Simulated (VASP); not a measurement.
PrHRh3:

```
CELL_PARAMETERS angstrom
3.88912 0.00000 0.00000
0.00000 3.88912 0.00000
0.00000 0.00000 4.19861
ATOMIC_POSITIONS crystal
Pr 0.00000 0.00000 0.05096
H 0.50000 0.50000 0.62281
Rh 0.50000 0.00000 0.69608
Rh 0.50000 0.50000 0.16257
Rh 0.00000 0.50000 0.69608
```

The cell was generated, and may not be a known phase.

| Quantity | Value |
| --- | --- |
| Program | VASP 6.6.1 |
| Task | relaxation of cell and atoms |
| Functional | PBE |
| Potentials or basis | VASP PAW PBE potentials, release 64 (Pr_3, H, Rh_pv), 4f in core |
| Cutoff | 500 eV |
| k mesh | 4 × 4 × 4 |
| Occupations | gaussian, width 0.2 eV |
| Spin | no spin polarisation |

At the start: pressure 44.3 GPa; volume 12.70 Å³/atom.

Where does the relaxation end?

Over 15 steps the energy falls by 643.5 meV/atom and the volume is 14.47 Å³/atom (+13.9 %); space group P4mm (No. 99, to 0.1 Å) before and after.

Step by step:
```tsv
step	energy change (eV)	largest force (eV/Å)	pressure (GPa)	volume (Å³)
1	0.0000	8.3900	44.33	63.50
2	-0.2988	0.5859	-23.44	101.48
3	-2.7016	1.7738	-8.55	78.80
4	-2.7164	1.9678	-6.92	77.81
5	-2.7183	2.1091	-5.73	77.14
6	-3.0839	1.3379	-0.40	73.08
7	-3.1470	0.6403	4.58	70.62
8	-3.1915	0.3799	-0.80	72.99
9	-3.1973	0.3979	0.47	72.36
10	-3.2064	0.2663	-0.47	72.72
11	-3.2085	0.1691	-1.16	73.00
12	-3.2135	0.2027	-0.01	72.39
13	-3.2138	0.2130	0.30	72.24
14	-3.2160	0.1344	0.18	72.28
15	-3.2173	0.0124	-0.01	72.34
```

Final structure:
```
Pr H Rh
1.0
     4.16457    0.00000    0.00000
     0.00000    4.16457    0.00000
     0.00000    0.00000    4.17121
Pr H Rh
1 1 3
Direct
  0.00000 0.00000 0.15177
  0.50000 0.50000 0.61970
  0.50000 0.00000 0.65289
  0.50000 0.50000 0.15126
  0.00000 0.50000 0.65289
```

Caveat: the k points lie up to 0.38 Å⁻¹ apart in the final cell, too coarse for converged energies and pressures of a metal.
